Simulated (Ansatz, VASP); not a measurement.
Ta3Ag: VASP beside Ansatz

```
CELL_PARAMETERS angstrom
4.41936 0.00000 0.00000
0.00000 4.41936 0.00000
0.00000 0.00000 3.66948
ATOMIC_POSITIONS crystal
Ta 0.00000 0.50000 0.50000
Ta 0.50000 0.00000 0.50000
Ta 0.50000 0.50000 0.00000
Ag 0.00000 0.00000 0.00000
```

Alike in both runs: functional PBE; k mesh 10 × 10 × 12; occupations gaussian, width 0.1 eV; no spin polarisation.

Ansatz relaxed the structure, and its values are those at the end. VASP's run is a single point on that final structure, the one shown.

|  | VASP | Ansatz |
| --- | --- | --- |
| version | VASP 6.6.1 | Ansatz 0.2.0 |
| potentials or method | VASP PAW PBE potentials, release 64 (Ta_pv, Ag), cutoff 520 eV | scalar-relativistic, plane waves, PAW |
| valence electrons in the cell | 44 | 58 |

```tsv
	VASP	Ansatz	Ansatz less VASP
gap on the k mesh at the Fermi level (eV)	none	none	-
pressure (GPa)	0.0	0.0	+0.02
```

A gap of «none» marks a metal or a gap that the smearing closes. With one functional, cell and mesh, what is left measures potentials, basis and numerics. VASP's potentials hold 44 valence electrons a cell and Ansatz's 58, so a difference there can come from the potentials and not from the codes.

Neither program's run includes spin-orbit coupling.
